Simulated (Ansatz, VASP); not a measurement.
## Mg in VASP and in Ansatz

The input INCAR:

```
SYSTEM = Mg
  PREC = Accurate
  ENCUT = 520
  EDIFF = 1E-8
  ISMEAR = -1
  SIGMA = 0.03
  LREAL = .FALSE.
  LASPH = .TRUE.
  NELM = 80
  ALGO = Normal
  ISIF = 2
  LWAVE = .FALSE.
  LCHARG = .FALSE.
  GGA = PE
  LEFG = .TRUE.
  NBANDS = 7
```

The input KPOINTS:

```
regular mesh
0
G
  19 19 19
  0 0 0
```

Contents of POSCAR:

```
Mg
1.0
   -1.4665903054      1.4665903054      1.4665903054
    1.4665903054     -1.4665903054      1.4665903054
    1.4665903054      1.4665903054     -1.4665903054
Mg
1
Direct
    0.0000000000      0.0000000000      0.0000000000
```

Input for Ansatz:

```yaml
crystal:
  lattice:
    - [-1.4665903054, 1.4665903054, 1.4665903054]
    - [1.4665903054, -1.4665903054, 1.4665903054]
    - [1.4665903054, 1.4665903054, -1.4665903054]
  atoms:
    - { symbol: Mg, position: [0.0, 0.0, 0.0] }
kpoints:
  mp_grid: { grid: [19, 19, 19] }
scf:
  occupations: { method: fermi_dirac, width: 0.03 }
hamiltonian:
  xc: pbe
  pseudopotentials: { kind: paw }
output:
  forces: true
  stress: true
  eigenvalues: true
  efg: { contact_densities: true }
```

Change from the starting cell: volume scaled by 0.98, PAW files.

Alike in both runs: task electric field gradients; functional PBE; k mesh 19 × 19 × 19; occupations fermi-dirac, width 0.03 eV; no spin polarisation.

```csv
,VASP,Ansatz
version,VASP 6.6.1,Ansatz 0.2.0
potentials or method,"VASP PAW PBE potentials, release 64 (Mg)","PAW with Ansatz's default frozen-core files, scalar-relativistic"
plane-wave cutoff (eV),520,420
valence electrons in the cell,2,10
```

```csv
,VASP,Ansatz,Ansatz less VASP
pressure (GPa),68.3,67.4,-0.96
```

Both programs put the cell under a high pressure, so it lies far from rest at this level. With one functional, cell and mesh, what is left measures potentials, basis and numerics. VASP's potentials hold 2 valence electrons a cell and Ansatz's 10, so a difference there can come from the potentials and not from the codes.

Noted on VASP's run: the cell as given lies far from equilibrium.
